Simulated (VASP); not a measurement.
# MgO (Periclase) (Fm-3m) in VASP: further runs

The runs below take MgO (Periclase) through single point, with PBE, r2SCAN.

All numbers are computed with VASP 6.6.1; they aren't measurements. Logs are shortened: lines on timing, memory, paths and dates and some standing lists are left out, and cuts for length are marked.

**What was measured.**

From “Electronic structure of alkaline earth and post-transition metal oxides”, 2009, arxiv:0908.1581, for a bulk crystal of MgO: band gap 7.83 eV.

How close the calculation comes is told below.

### 1 The cell of the first run

It takes space group Fm-3m (No. 225, cubic). Conventional cell: a = 4.402 Å, b = 4.402 Å, c = 4.402 Å, α = 90.00°, β = 90.00°, γ = 90.00°. Within 2.9 Å of Mg (site symmetry m-3m) lie 6 O at 2.20 Å. O (site symmetry m-3m) has 6 Mg at 2.20 Å within 2.9 Å.

### 2 Single point, PBE (strain +4.7%)

INCAR reads:

```
PREC = Accurate
ENCUT = 520
EDIFF = 1E-6
ISMEAR = -1
SIGMA = 0.02
LREAL = F
LASPH = T
NELM = 80
ALGO = Normal
ISIF = 2
LWAVE = F
LCHARG = T
GGA = PE
LELF = T
LVHAR = T
NBANDS = 11
```

KPOINTS reads:

```
regular mesh
0
Gamma
  10 10 10
```

POSCAR reads:

```
MgO
1.0
    0.0000000000      2.2007597060      2.2007597060
    2.2007597060      0.0000000000      2.2007597060
    2.2007597060      2.2007597060      0.0000000000
Mg O
1 1
Direct
    0.0000000000      0.0000000000      0.0000000000
    0.5000000000      0.5000000000      0.5000000000
```

Potentials or basis: VASP PAW PBE potentials, release 64 (Mg, O).

Started as:

```console
$ cat potpaw_PBE.64/Mg/POTCAR potpaw_PBE.64/O/POTCAR > POTCAR
$ mpirun -np 1 vasp_std > vasp.out
```

OUTCAR:

```text
PREC = Accurate
   ENCUT = 520
   EDIFF = 1E-6
   ISMEAR = -1
   LREAL = F
   LASPH = T
   NELM = 80
   ISIF = 2
   GGA = PE

 ion  position               nearest neighbor table
   1  0.000  0.000  0.000-   2 2.20   2 2.20   2 2.20   2 2.20   2 2.20   2 2.20
   2  0.500  0.500  0.500-   1 2.20   1 2.20   1 2.20   1 2.20   1 2.20   1 2.20

  LATTYP: Found a face centered cubic cell.
 ALAT       =     4.4015194120

  Lattice vectors:

 A1 = (   0.0000000000,   2.2007597060,   2.2007597060)
 A2 = (   2.2007597060,   0.0000000000,   2.2007597060)
 A3 = (   2.2007597060,   2.2007597060,   0.0000000000)

Analysis of symmetry for initial positions (statically):
=====================================================================
 Subroutine PRICEL returns:
 Original cell was already a primitive cell.

 Routine SETGRP: Setting up the symmetry group for a
 face centered cubic supercell.

 Subroutine GETGRP returns: Found 48 space group operations
 (whereof 48 operations were pure point group operations)
 out of a pool of 48 trial point group operations.

The static configuration has the point symmetry O_h .

Analysis of symmetry for dynamics (positions and initial velocities):
=====================================================================
 Subroutine PRICEL returns:
 Original cell was already a primitive cell.

 Routine SETGRP: Setting up the symmetry group for a
 face centered cubic supercell.

 Subroutine GETGRP returns: Found 48 space group operations
 (whereof 48 operations were pure point group operations)
 out of a pool of 48 trial point group operations.

The dynamic configuration has the point symmetry O_h .

 Subroutine INISYM returns: Found 48 space group operations
 (whereof 48 operations are pure point group operations),
 and found     1 'primitive' translations

----------------------------------------------------------------------------------------

                                     Primitive cell

  volume of cell :      21.3181

  direct lattice vectors                    reciprocal lattice vectors
     0.000000000  2.200759706  2.200759706    -0.227194272  0.227194272  0.227194272
     2.200759706  0.000000000  2.200759706     0.227194272 -0.227194272  0.227194272
     2.200759706  2.200759706  0.000000000     0.227194272  0.227194272 -0.227194272

  length of vectors
     3.112344224  3.112344224  3.112344224     0.393512023  0.393512023  0.393512023

  position of ions in fractional coordinates (direct lattice)
     0.000000000  0.000000000  0.000000000
     0.500000000  0.500000000  0.500000000

  ion indices of the primitive-cell ions
   primitive index   ion index
                 1           1
                 2           2

----------------------------------------------------------------------------------------

 KPOINTS: regular mesh

Automatic generation of k-mesh.
 Grid dimensions read from file:
 generate k-points for:   10   10   10

 Generating k-lattice:

  Cartesian coordinates                     Fractional coordinates (reciprocal lattice)
    -0.022719427  0.022719427  0.022719427     0.100000000  0.000000000  0.000000000
     0.022719427 -0.022719427  0.022719427     0.000000000  0.100000000  0.000000000
     0.022719427  0.022719427 -0.022719427     0.000000000  0.000000000  0.100000000

  Length of vectors
     0.039351202  0.039351202  0.039351202

  Shift w.r.t. Gamma in fractional coordinates (k-lattice)
     0.000000000  0.000000000  0.000000000

 Subroutine IBZKPT returns following result:
 ===========================================

 Found     47 irreducible k-points:

 Following reciprocal coordinates:
            Coordinates               Weight
  0.000000  0.000000  0.000000      1.000000
  0.100000  0.000000  0.000000      8.000000
  0.200000  0.000000  0.000000      8.000000
  0.300000  0.000000  0.000000      8.000000
  0.400000  0.000000  0.000000      8.000000
  0.500000  0.000000  0.000000      4.000000
[... 16 lines left out ...]
  0.300000  0.300000  0.000000      6.000000
  0.400000  0.300000  0.000000     24.000000
 [... further k-points ...]
   k-points           NKPTS =     47   k-points in BZ     NKDIM =     47   number of bands    NBANDS=     11
   number of dos      NEDOS =    301   number of ions     NIONS =      2
   total plane-waves  NPLWV =  13824
   dimension x,y,z NGX =    24 NGY =   24 NGZ =   24
   dimension x,y,z NGXF=    48 NGYF=   48 NGZF=   48
   ions per type =               1   1
   NGX,Y,Z   is equivalent  to a cutoff of  12.82, 12.82, 12.82 a.u.
   NGXF,Y,Z  is equivalent  to a cutoff of  25.64, 25.64, 25.64 a.u.
 SYSTEM =  unknown system
   PREC   = accura    normal or accurate (medium, high low for compatibility)
   ISTART =      0    job   : 0-new  1-cont  2-samecut
   ICHARG =      2    charge: 1-file 2-atom 10-const
   ISPIN  =      1    spin polarized calculation?
   LNONCOLLINEAR =      F non collinear calculations
   LSORBIT =      F    spin-orbit coupling
   LASPH  =      T    aspherical Exc in radial PAW
   ENCUT  =  520.0 eV  38.22 Ry    6.18 a.u.   5.79  5.79  5.79*2*pi/ulx,y,z
   NELM   =     80;   NELMIN=  2; NELMDL= -5     # of ELM steps
   EDIFF  = 0.1E-05   stopping-criterion for ELM
   LREAL  =      F    real-space projection
   EDIFFG = 0.1E-04   stopping-criterion for IOM
   NSW    =      0    number of steps for IOM
   IBRION =     -1    ionic relax: 0-MD 1-quasi-New 2-CG
   NFREE  =      0    steps in history (QN), initial steepest desc. (CG)
   ISIF   =      2    stress and relaxation
   ISYM   =      2    0-nonsym 1-usesym 2-fastsym
   POTIM  = 0.5000    time-step for ionic-motion
   TEBEG  =    0.0;   TEEND  =   0.0 temperature during run
   PSTRESS=    0.0 pullay stress
   NELECT =       8.0000    total number of electrons
   NUPDOWN=      -1.0000    fix difference up-down
   EMIN   =  10.00;   EMAX   =-10.00  energy-range for DOS
   EFERMI =   0.00;   METHOD = LEGACY
   ISMEAR =    -1;   SIGMA  =   0.02  broadening in eV -4-tet -1-fermi 0-gaus
   EFERMI_NEDOS =   21; number of points for ismear=-14 and -15
   IALGO  =     38    algorithm
   IMIX   =      4    mixing-type and parameters
     AMIX     =   0.40;   BMIX     =  1.00
     AMIX_MAG =   1.60;   BMIX_MAG =  1.00
  volume/ion in A,a.u.               =      10.66        71.93
  Fermi-wavevector in a.u.,A,eV,Ry     =   1.180834  2.231453 18.971543  1.394369
  Thomas-Fermi vector in A             =   2.317119
   LORBIT       =      0    0 simple, 1 ext, 2 COOP (PROOUT), +10 PAW based schemes
   GGA     = PE    functional components
   LHFCALC =     F    Hartree Fock is set to
   AEXX    =    0.0000 exact exchange contribution
   IVDW    =     0    specifies the selected vdW correction
   LEPSILON=     F    determine dielectric tensor
   LRPA    =     F    only Hartree local field effects (RPA)
 non-spin polarized calculation
  energy-cutoff  :      520.00
  volume of cell :       21.32
 maximum number of plane-waves:       589
   NGX = 11   NGY = 11   NGZ = 11

 number of electron       7.9999996 magnetization

 Free energy of the ion-electron system (eV)
  ---------------------------------------------------
  ext. energy  EPLUGINS =         0.00000000
  ---------------------------------------------------
  free energy    TOTEN  =       -11.81726172 eV

  energy without entropy =      -11.81726172  energy(sigma->0) =      -11.81726172

 E-fermi :   2.6792     XC(G=0): -10.4706

 val. band max:        2.2646061744   @ k =   0.0000   0.0000   0.0000
 cond. band min:       5.8098521209   @ k =   0.0000   0.0000   0.0000
 fundamental gap:      3.5452459465
 Fermi energy:         2.6792209014

 k-point     1 :       0.0000    0.0000    0.0000
  band No.  band energies     occupation
      1     -14.3763      2.00000
      2       2.2646      2.00000
      3       2.2646      2.00000
      4       2.2646      2.00000
      5       5.8099      0.00000
      6      17.3112      0.00000
      7      17.3112      0.00000
      8      17.3112      0.00000
      9      20.8964      0.00000
     10      22.5229      0.00000
     11      22.5229      0.00000

 k-point     2 :       0.1000    0.0000    0.0000
  band No.  band energies     occupation
      1     -14.2938      2.00000
      2       1.6332      2.00000
      3       2.2112      2.00000
      4       2.2112      2.00000
      5       6.4539      0.00000
      6      16.0948      0.00000
      7      17.5008      0.00000
      8      17.5008      0.00000
      9      21.5814      0.00000
     10      21.5814      0.00000
     11      22.2733      0.00000

 k-point     3 :       0.2000    0.0000    0.0000
  band No.  band energies     occupation
      1     -14.0673      2.00000
      2       0.4389      2.00000
      3       2.0753      2.00000
      4       2.0753      2.00000
      5       7.6513      0.00000
      6      14.5496      0.00000
      7      17.8125      0.00000
      8      17.8125      0.00000
      9      20.8904      0.00000
     10      20.8904      0.00000
     11      22.4631      0.00000

 k-point     4 :       0.3000    0.0000    0.0000
  band No.  band energies     occupation
      1     -13.7663      2.00000
      2      -0.7022      2.00000
      3       1.9148      2.00000
      4       1.9148      2.00000
      5       8.6816      0.00000
      6      13.6390      0.00000
      7      17.7017      0.00000
      8      17.7017      0.00000
      9      21.3758      0.00000
     10      21.3758      0.00000
     11      21.8576      0.00000
[... 239 lines left out ...]
 k-point    22 :      -0.2000    0.2000    0.0000
  band No.  band energies     occupation
      1     -13.6756      2.00000
      2      -0.5309      2.00000
      3       1.1253      2.00000
      4       1.9195      2.00000
      5       9.4991      0.00000
      6      13.4471      0.00000
      7      15.9188      0.00000
      8      18.5111      0.00000
      9      19.7589      0.00000
     10      22.1041      0.00000
     11      24.8496      0.00000

 k-point    23 :       0.3000    0.3000    0.0000
  band No.  band energies     occupation
      1     -13.6057      2.00000
      2      -0.5550      2.00000
      3       1.4557      2.00000
      4       1.4557      2.00000
      5       9.8059      0.00000
      6      12.3995      0.00000
      7      15.2924      0.00000
      8      18.6351      0.00000
      9      18.6351      0.00000
     10      24.9481      0.00000
     11      27.0504      0.00000

 k-point    24 :       0.4000    0.3000    0.0000
  band No.  band energies     occupation
      1     -13.4174      2.00000
      2      -0.9015      2.00000
      3       1.1414      2.00000
      4       1.3293      2.00000
      5      10.5457      0.00000
      6      12.0572      0.00000
      7      14.5159      0.00000
      8      18.7617      0.00000
      9      18.9506      0.00000
     10      25.5581      0.00000
     11      26.7038      0.00000

 [... further k-points ...]
[... 5 lines left out ...]
  --------------------------------------------------------------------------------------
  -------------------------------------------------------------------------------------
  Total       -1.7428503     -1.7428503     -1.7428503      0.0000000      0.0000000      0.0000000
  in kB     -130.9853736   -130.9853736   -130.9853736      0.0000000      0.0000000      0.0000000
  external PRESSURE =    -130.9853736 kB  Pullay stress =       0.0000000 kB

 VOLUME and BASIS-vectors are now :
 -----------------------------------------------------------------------------
  energy-cutoff  :      520.00
  volume of cell :       21.32
      direct lattice vectors                 reciprocal lattice vectors
     0.000000000  2.200759706  2.200759706    -0.227194272  0.227194272  0.227194272
     2.200759706  0.000000000  2.200759706     0.227194272 -0.227194272  0.227194272
     2.200759706  2.200759706  0.000000000     0.227194272  0.227194272 -0.227194272

 POSITION                                       TOTAL-FORCE (eV/Angst)
 -----------------------------------------------------------------------------------
      0.00000      0.00000      0.00000        -0.000000     -0.000000     -0.000000
      2.20076      2.20076      2.20076         0.000000      0.000000      0.000000
 -----------------------------------------------------------------------------------
    total drift:                               -0.000000     -0.000000      0.000000

  FREE ENERGIE OF THE ION-ELECTRON SYSTEM (eV)
  ---------------------------------------------------
  free  energy   TOTEN  =       -11.8172617216 eV

  energy  without entropy=      -11.8172617216  energy(sigma->0) =      -11.81726172
```

Wall time 7 s (1 thread of Intel Xeon Platinum 8259CL at 2.50GHz (Skylake/Cascade Lake), shared host); peak memory 0.14 GiB.

Results:

```
Free energy            : -11.8173 eV
Pressure               : -13.1 GPa
Band gap on the k mesh : 3.55 eV, direct
```

Levels at points of the mesh, in eV from the valence-band top:
```
           k point  band 1  band 2  band 3  band 4  band 5  band 6  band 7  band 8
(0.00, 0.00, 0.00)  -16.64    0.00    0.00    0.00    3.55   15.05   15.05   15.05
(0.50, 0.00, 0.00)  -15.66   -4.07   -0.52   -0.52    7.09   11.15   14.99   14.99
(0.50, 0.50, 0.00)  -15.45   -3.57   -1.17   -1.17    8.60    8.93   11.76   17.05
```

Caveat: the cell differs from its parent crystal (strain +4.7%).

### 3 Single point, r2SCAN

This run uses another cell than the first one, of 9.29 Å³/atom, 0.872 times its volume.

POSCAR reads:

```
MgO
1.0
    0.0000000000      2.1021680256      2.1021680256
    2.1021680256      0.0000000000      2.1021680256
    2.1021680256      2.1021680256      0.0000000000
Mg O
1 1
Direct
    0.0000000000      0.0000000000      0.0000000000
    0.5000000000      0.5000000000      0.5000000000
```

INCAR.step1 reads:

```
SYSTEM = MgO
  PREC = Accurate
  ENCUT = 520
  ISMEAR = 0
  SIGMA = 0.01
  LREAL = .FALSE.
  LASPH = .TRUE.
  NELM = 100
  NBANDS = 11
  GGA = PE
  ALGO = Normal
  EDIFF = 1E-4
  LWAVE = .TRUE.
  LCHARG = .FALSE.
```

INCAR.step2 reads:

```
SYSTEM = MgO
  PREC = Accurate
  ENCUT = 520
  EDIFF = 1E-6
  ISMEAR = 0
  SIGMA = 0.01
  LREAL = .FALSE.
  LASPH = .TRUE.
  NELM = 100
  ALGO = Normal
  ISIF = 2
  LWAVE = .FALSE.
  LCHARG = .TRUE.
  METAGGA = R2SCAN
  LMIXTAU = .TRUE.
  LELF = .TRUE.
  LVHAR = .TRUE.
  NBANDS = 11
  ISTART = 1
```

KPOINTS reads:

```
regular mesh
0
G
  10 10 10
  0 0 0
```

Potentials or basis: VASP PAW PBE potentials, release 64 (Mg, O).

Started as:

```console
$ cat potpaw_PBE.64/Mg/POTCAR potpaw_PBE.64/O/POTCAR > POTCAR
$ cp INCAR.step1 INCAR
$ mpirun -np 1 vasp_std > vasp.out
$ cp INCAR.step2 INCAR
$ mpirun -np 1 vasp_std > vasp.out
```

OUTCAR:

```text
SYSTEM = MgO
   PREC = Accurate
   ENCUT = 520
   EDIFF = 1E-6
   ISMEAR = 0
   LREAL = .FALSE.
   LASPH = .TRUE.
   NELM = 100
   ISIF = 2
   METAGGA = R2SCAN
   ISTART = 1

 ion  position               nearest neighbor table
   1  0.000  0.000  0.000-   2 2.10   2 2.10   2 2.10   2 2.10   2 2.10   2 2.10
   2  0.500  0.500  0.500-   1 2.10   1 2.10   1 2.10   1 2.10   1 2.10   1 2.10

  LATTYP: Found a face centered cubic cell.
 ALAT       =     4.2043360512

  Lattice vectors:

 A1 = (   0.0000000000,   2.1021680256,   2.1021680256)
 A2 = (   2.1021680256,   0.0000000000,   2.1021680256)
 A3 = (   2.1021680256,   2.1021680256,   0.0000000000)
[... 515 lines left out ...]
      9      22.5861      0.00000
     10      29.1718      0.00000
     11      31.4075      0.00000

 [... further k-points ...]
[... 5 lines left out ...]
  --------------------------------------------------------------------------------------
  -------------------------------------------------------------------------------------
  Total       -0.1318683     -0.1318683     -0.1318683      0.0000000      0.0000000      0.0000000
  in kB      -11.3715275    -11.3715275    -11.3715275      0.0000000      0.0000000      0.0000000
  external PRESSURE =     -11.3715275 kB  Pullay stress =       0.0000000 kB

 VOLUME and BASIS-vectors are now :
 -----------------------------------------------------------------------------
  energy-cutoff  :      520.00
  volume of cell :       18.58
      direct lattice vectors                 reciprocal lattice vectors
     0.000000000  2.102168026  2.102168026    -0.237849684  0.237849684  0.237849684
     2.102168026  0.000000000  2.102168026     0.237849684 -0.237849684  0.237849684
     2.102168026  2.102168026  0.000000000     0.237849684  0.237849684 -0.237849684

 POSITION                                       TOTAL-FORCE (eV/Angst)
 -----------------------------------------------------------------------------------
      0.00000      0.00000      0.00000        -0.000000     -0.000000      0.000000
      2.10217      2.10217      2.10217         0.000000      0.000000     -0.000000
 -----------------------------------------------------------------------------------
    total drift:                               -0.000000     -0.000000      0.000000

  FREE ENERGIE OF THE ION-ELECTRON SYSTEM (eV)
  ---------------------------------------------------
  free  energy   TOTEN  =       -16.1611122045 eV

  energy  without entropy=      -16.1611122045  energy(sigma->0) =      -16.16111220
```

It took 28 s on 1 thread of Intel Xeon Platinum 8259CL at 2.50GHz (Skylake/Cascade Lake), shared host; peak memory 0.15 GiB.

What came out:

```yaml
Free_energy: -16.1611 eV
Pressure: -1.1 GPa
Band_gap_on_the_k_mesh: 5.66 eV, direct
```

Caveat: the PAW data sets were made with another functional, which shifts forces and pressure a little.

### 4 Against experiment

Step 3. Against the measured gap of MgO, 7.83 eV (quoted in “Electronic structure of alkaline earth and post-transition metal oxides”, 2009, arxiv:0908.1581), the calculated 5.66 eV is off by -2.17 eV. The value is that of r2SCAN, without temperature or zero-point motion.
